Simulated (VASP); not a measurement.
Input of a VASP 6.6.1 run:

File INCAR:

```
ALGO = Normal
EDIFF = 1E-6
ENCUT = 520
GGA = CA
ISIF = 2
ISMEAR = 0
LASPH = True
LCHARG = False
LREAL = False
LWAVE = False
NBANDS = 11
NELM = 100
PREC = Accurate
SIGMA = 0.02
```

The input KPOINTS:

```
k-points
0
Gamma
  18 18 18
```

File POSCAR:

```
C
1.0
    0.0000000000      2.1166507462      3.3597491961
    1.2227846669      0.0000000000      3.3597491961
    1.2227846669      2.1166507462      0.0000000000
C
2
Direct
    0.1667065657      0.8332934343      0.1667065657
    0.8332934343      0.1667065657      0.8332934343
```

Potentials or basis: VASP PAW LDA potentials, release 64 (C).

Command:

```sh
$ cat potpaw_LDA.64/C/POTCAR > POTCAR
$ mpirun -np 1 vasp_std > vasp.out
```

(1) What does it give for the band gap on the k mesh?

(2) Estimate the pressure.

Results:

(1) 0.08 eV, indirect (least direct gap 0.16 eV).

(2) 0.8 GPa.
